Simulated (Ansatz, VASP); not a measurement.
**Two plane-wave programs on AlN**

```xyz
8
Lattice="-3.1302 0.0000 0.0000 -1.5651 -2.7109 0.0000 -1.9566 -1.1296 10.0360" Properties=species:S:1:pos:R:3 pbc="T T T"
Al   -1.5651   -0.9036    9.0787
Al   -1.5651   -0.9036    4.0607
Al   -3.1302   -1.8072    1.5517
Al   -3.1302   -1.8072    6.5697
N    -1.5651   -0.9036    0.9573
N    -1.5651   -0.9036    5.9753
N    -3.1302   -1.8072    3.4663
N    -3.1302   -1.8072    8.4843
```

Alike in both runs: task single point; functional PBE; k mesh 8 × 8 × 3; occupations gaussian, width 0.05 eV; no spin polarisation.

```csv
,VASP,Ansatz
version,VASP 6.6.1,Ansatz 0.2.0
potentials or method,"VASP PAW PBE potentials, release 64 (Al, N), cutoff 520 eV","scalar-relativistic, plane waves, PAW"
valence electrons in the cell,32,32
```

```tsv
	VASP	Ansatz	Ansatz less VASP
gap on the k mesh at the Fermi level (eV)	2.69	2.68	-0.005
least direct gap on the mesh (eV)	2.71	2.70	-0.004
pressure (GPa)	-1.1	-0.8	+0.26
traceless stress, the component that is largest in VASP (GPa)	8.75	8.72	-0.029
rms of the force components (eV/Å)	0.394	0.395	+0.0005
```

Atom by atom the forces differ by 0.004 eV/Å (rms over components).
